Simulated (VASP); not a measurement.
# Lu (P6_3/mmc) in VASP: single point with revPBE

Aim: the single point of Lu with revPBE.

Program: VASP 6.6.1. These are calculated values, not measurements. Logs are shortened: lines on timing, memory, paths and dates and some standing lists are left out, and cuts for length are marked.

**1. The cell of the first run**

It takes space group P6_3/mmc (No. 194, hexagonal). The conventional cell has a = 3.562 Å, b = 3.562 Å, c = 11.419 Å, α = 90.00°, β = 90.00°, γ = 120.00°. Lu (site symmetry -3m) has 12 Lu at 3.52 to 3.56 Å within 4.6 Å. Within 4.6 Å of Lu (site symmetry -6m2) lie 12 Lu at 3.52 to 3.56 Å.

**2. Single point, revPBE (31.37 Å³/atom)**

INCAR reads:

```
ALGO = Normal
EDIFF = 1E-6
ENCUT = 520
GGA = RE
ISIF = 2
ISMEAR = -1
LASPH = T
LCHARG = T
LELF = T
LREAL = F
LVHAR = T
LWAVE = F
NBANDS = 58
NELM = 60
PREC = Accurate
SIGMA = 0.1
```

KPOINTS reads:

```
k-points
0
Gamma
  12 12 4
```

POSCAR reads:

```
Lu
1.0
    3.5620179033      0.0000000000      0.0000000000
   -1.7810089517      3.0847979930      0.0000000000
    0.0000000000      0.0000000000     11.4193430131
Lu
4
Direct
    0.0000000000      0.0000000000      1.0000000000
    0.0000000000      0.0000000000      0.5000000000
    0.3333333333      0.6666666667      0.2500000000
    0.6666666667      0.3333333333      0.7500000000
```

Potentials or basis: VASP PAW PBE potentials, release 64 (Lu).

Started as:

```sh
cat potpaw_PBE.64/Lu/POTCAR > POTCAR
mpirun -np 1 vasp_std > vasp.out
```

OUTCAR:

```text
EDIFF = 1E-6
   ENCUT = 520
   GGA = RE
   ISIF = 2
   ISMEAR = -1
   LASPH = T
   LREAL = F
   NELM = 60
   PREC = Accurate

 ion  position               nearest neighbor table
   1  0.000  0.000  0.000-   3 3.52   4 3.52   4 3.52   3 3.52   4 3.52   3 3.52
   2  0.000  0.000  0.500-   3 3.52   4 3.52   4 3.52   3 3.52   4 3.52   3 3.52
   3  0.333  0.667  0.250-   1 3.52   2 3.52   1 3.52   2 3.52   1 3.52   2 3.52
   4  0.667  0.333  0.750-   1 3.52   2 3.52   1 3.52   2 3.52   1 3.52   2 3.52

  LATTYP: Found a hexagonal cell.
 ALAT       =     3.5620179033
 C/A-ratio  =     3.2058634524

  Lattice vectors:

 A1 = (   3.5620179033,   0.0000000000,   0.0000000000)
 A2 = (  -1.7810089517,   3.0847979930,   0.0000000000)
 A3 = (   0.0000000000,   0.0000000000,  11.4193430131)

Analysis of symmetry for initial positions (statically):
=====================================================================
 Subroutine PRICEL returns:
 Original cell was already a primitive cell.

 Routine SETGRP: Setting up the symmetry group for a
 hexagonal supercell.

 Subroutine GETGRP returns: Found 24 space group operations
 (whereof 12 operations were pure point group operations)
 out of a pool of 24 trial point group operations.

The static configuration has the point symmetry D_3d.
 The point group associated with its full space group is D_6h.

Analysis of symmetry for dynamics (positions and initial velocities):
=====================================================================
 Subroutine PRICEL returns:
 Original cell was already a primitive cell.

 Routine SETGRP: Setting up the symmetry group for a
 hexagonal supercell.

 Subroutine GETGRP returns: Found 24 space group operations
 (whereof 12 operations were pure point group operations)
 out of a pool of 24 trial point group operations.

The dynamic configuration has the point symmetry D_3d.
 The point group associated with its full space group is D_6h.

 Subroutine INISYM returns: Found 24 space group operations
 (whereof 12 operations are pure point group operations),
 and found     1 'primitive' translations

----------------------------------------------------------------------------------------

                                     Primitive cell

[... 90 lines left out ...]
   LSORBIT =      F    spin-orbit coupling
   LASPH  =      T    aspherical Exc in radial PAW
   ENCUT  =  520.0 eV  38.22 Ry    6.18 a.u.   6.62  6.62 21.23*2*pi/ulx,y,z
   NELM   =     60;   NELMIN=  2; NELMDL= -5     # of ELM steps
   EDIFF  = 0.1E-05   stopping-criterion for ELM
   LREAL  =      F    real-space projection
   EDIFFG = 0.1E-04   stopping-criterion for IOM
   NSW    =      0    number of steps for IOM
   IBRION =     -1    ionic relax: 0-MD 1-quasi-New 2-CG
   NFREE  =      0    steps in history (QN), initial steepest desc. (CG)
   ISIF   =      2    stress and relaxation
   ISYM   =      2    0-nonsym 1-usesym 2-fastsym
   POTIM  = 0.5000    time-step for ionic-motion
   TEBEG  =    0.0;   TEEND  =   0.0 temperature during run
   PSTRESS=    0.0 pullay stress
   NELECT =     100.0000    total number of electrons
   NUPDOWN=      -1.0000    fix difference up-down
   EMIN   =  10.00;   EMAX   =-10.00  energy-range for DOS
   EFERMI =   0.00;   METHOD = LEGACY
   ISMEAR =    -1;   SIGMA  =   0.10  broadening in eV -4-tet -1-fermi 0-gaus
   EFERMI_NEDOS =   21; number of points for ismear=-14 and -15
   IALGO  =     38    algorithm
   IMIX   =      4    mixing-type and parameters
     AMIX     =   0.40;   BMIX     =  1.00
     AMIX_MAG =   1.60;   BMIX_MAG =  1.00
  volume/ion in A,a.u.               =      31.37       211.69
  Fermi-wavevector in a.u.,A,eV,Ry     =   1.517820  2.868263 31.344784  2.303777
  Thomas-Fermi vector in A             =   2.627024
   LORBIT       =      0    0 simple, 1 ext, 2 COOP (PROOUT), +10 PAW based schemes
   GGA     = RE    functional components
   LHFCALC =     F    Hartree Fock is set to
   AEXX    =    0.0000 exact exchange contribution
   IVDW    =     0    specifies the selected vdW correction
   LEPSILON=     F    determine dielectric tensor
   LRPA    =     F    only Hartree local field effects (RPA)
 non-spin polarized calculation
  energy-cutoff  :      520.00
  volume of cell :      125.48
 maximum number of plane-waves:      3426
 NGX is ok and might be reduce to    28
   NGX = 13   NGY = 13   NGZ = 43

 number of electron     100.0000025 magnetization

 Free energy of the ion-electron system (eV)
  ---------------------------------------------------
  ext. energy  EPLUGINS =         0.00000000
  ---------------------------------------------------
  free energy    TOTEN  =       -16.97350541 eV

  energy without entropy =      -16.74538748  energy(sigma->0) =      -16.85944644

 E-fermi :   2.0468     XC(G=0): -10.2060

 val. band max:        2.0386354183   @ k =   0.1667  -0.0000   0.2500
 cond. band min:       2.0538894711   @ k =   0.0833   0.0833   0.0000
 fundamental gap:      0.0152540527
 Fermi energy:         2.0467772585

 k-point     1 :       0.0000    0.0000    0.0000
  band No.  band energies     occupation
      1     -54.3796      2.00000
      2     -54.3720      2.00000
      3     -54.3633      2.00000
      4     -54.3557      2.00000
      5     -25.2214      2.00000
      6     -25.0390      2.00000
[... 1453 lines left out ...]
     57       4.3148      0.00000
     58       4.8432      0.00000

 [... further k-points ...]

------------------------ aborting loop because EDIFF is reached ----------------------------------------

  FORCE on cell =-STRESS in cart. coord.  units (eV):
  Direction    XX          YY          ZZ          XY          YZ          ZX
  --------------------------------------------------------------------------------------
  -------------------------------------------------------------------------------------
  Total       -1.2189113     -1.2189113     -1.2417884      0.0000000      0.0000000      0.0000000
  in kB      -15.5639105    -15.5639105    -15.8560214      0.0000000      0.0000000      0.0000000
  external PRESSURE =     -15.6612808 kB  Pullay stress =       0.0000000 kB

 VOLUME and BASIS-vectors are now :
 -----------------------------------------------------------------------------
  energy-cutoff  :      520.00
  volume of cell :      125.48
      direct lattice vectors                 reciprocal lattice vectors
     3.562017903  0.000000000  0.000000000     0.280739746  0.162085168  0.000000000
    -1.781008952  3.084797993  0.000000000     0.000000000  0.324170335  0.000000000
     0.000000000  0.000000000 11.419343013     0.000000000  0.000000000  0.087570712

 POSITION                                       TOTAL-FORCE (eV/Angst)
 -----------------------------------------------------------------------------------
      0.00000      0.00000      0.00000         0.000000      0.000000      0.000000
      0.00000      0.00000      5.70967         0.000000      0.000000      0.000000
     -0.00000      2.05653      2.85484         0.000000      0.000000      0.000000
      1.78101      1.02827      8.56451        -0.000000     -0.000000     -0.000000
 -----------------------------------------------------------------------------------
    total drift:                                0.000000     -0.000000      0.000000

  FREE ENERGIE OF THE ION-ELECTRON SYSTEM (eV)
  ---------------------------------------------------
  free  energy   TOTEN  =       -16.9735054104 eV

  energy  without entropy=      -16.7453874756  energy(sigma->0) =      -16.85944644
```

OSZICAR:

```text
N       E                     dE             d eps       ncg     rms          rms(c)
DAV:   1     0.115621647579E+04    0.11562E+04   -0.31269E+04  9008   0.567E+03
DAV:   2     0.174023178527E+03   -0.98219E+03   -0.93070E+03  9020   0.115E+03
DAV:   3     0.792313182286E+01   -0.16610E+03   -0.16279E+03  7052   0.279E+02
DAV:   4    -0.155498369233E+02   -0.23473E+02   -0.23074E+02  9446   0.772E+01
DAV:   5    -0.171802577240E+02   -0.16304E+01   -0.16184E+01 10688   0.173E+01    0.778E+00
DAV:   6    -0.170333357688E+02    0.14692E+00   -0.16335E+00  9522   0.837E+00    0.330E+00
DAV:   7    -0.169793489820E+02    0.53987E-01   -0.21782E-01 10774   0.550E+00    0.782E-01
DAV:   8    -0.169725361746E+02    0.68128E-02   -0.36929E-02 11690   0.309E+00    0.257E-01
DAV:   9    -0.169731994589E+02   -0.66328E-03   -0.37396E-03  9586   0.108E+00    0.102E-01
DAV:  10    -0.169734575803E+02   -0.25812E-03   -0.23267E-03  8780   0.181E+00    0.685E-02
DAV:  11    -0.169734599911E+02   -0.24108E-05   -0.72652E-04 10240   0.117E+00    0.302E-02
DAV:  12    -0.169734939024E+02   -0.33911E-04   -0.25509E-04 10336   0.489E-01    0.202E-02
DAV:  13    -0.169734980815E+02   -0.41791E-05   -0.13222E-04  8376   0.608E-01    0.131E-02
DAV:  14    -0.169735011784E+02   -0.30969E-05   -0.50286E-05  7214   0.250E-01    0.777E-03
DAV:  15    -0.169735036226E+02   -0.24442E-05   -0.44161E-05  5880   0.145E-01    0.304E-03
DAV:  16    -0.169735053584E+02   -0.17359E-05   -0.20349E-05  5728   0.532E-02    0.285E-03
DAV:  17    -0.169735054104E+02   -0.51921E-07   -0.67567E-07  3880   0.162E-02
   1 F= -.16973505E+02 E0= -.16859446E+02  d E =-.228118E+00
```

stdout:

```text
POSCAR found type information on POSCAR Lu
 POSCAR found :  1 types and       4 ions
 scaLAPACK will be used
 -----------------------------------------------------------------------------
|                                                                             |
|                                                                             |
|     You enforced a specific xc type in the INCAR file but a different       |
|     I HOPE YOU KNOW WHAT YOU ARE DOING!                                     |
|                                                                             |
 -----------------------------------------------------------------------------

 LDA part: xc-table for (Slater+PW92), standard interpolation
 POSCAR, INCAR and KPOINTS ok, starting setup
 FFT: planning ... GRIDC
 FFT: planning ... GRID_SOFT
 FFT: planning ... GRID
 WAVECAR not read
 entering main loop
```

It took 13 min on 1 thread of Intel Xeon 8259CL, shared host; peak memory 0.45 GiB.

What came out:

| Item | Value |
| --- | --- |
| Free energy | -16.9735 eV |
| Pressure | -1.6 GPa |
| Band gap on the k mesh | zero (bands 50 and 51 overlap by 1.46 eV) |

Levels at points of the mesh, in eV from the Fermi level:
```csv
k point,band 48,band 49,band 50,band 51,band 52,band 53
"(0.00, 0.00, 0.00)",-2.37,0.25,1.01,1.06,2.00,2.00
"(0.50, 0.00, 0.00)",-1.50,-0.51,-0.36,-0.36,0.16,1.04
"(0.00, 0.00, 0.50)",-3.02,0.40,0.40,1.90,1.90,2.13
"(0.50, 0.00, 0.50)",-1.64,-0.45,-0.45,-0.08,-0.08,1.23
```

Caveat: the PAW data sets were made with another functional, which shifts forces and pressure a little; spin-orbit coupling is left out, which moves the levels of the heavy elements.
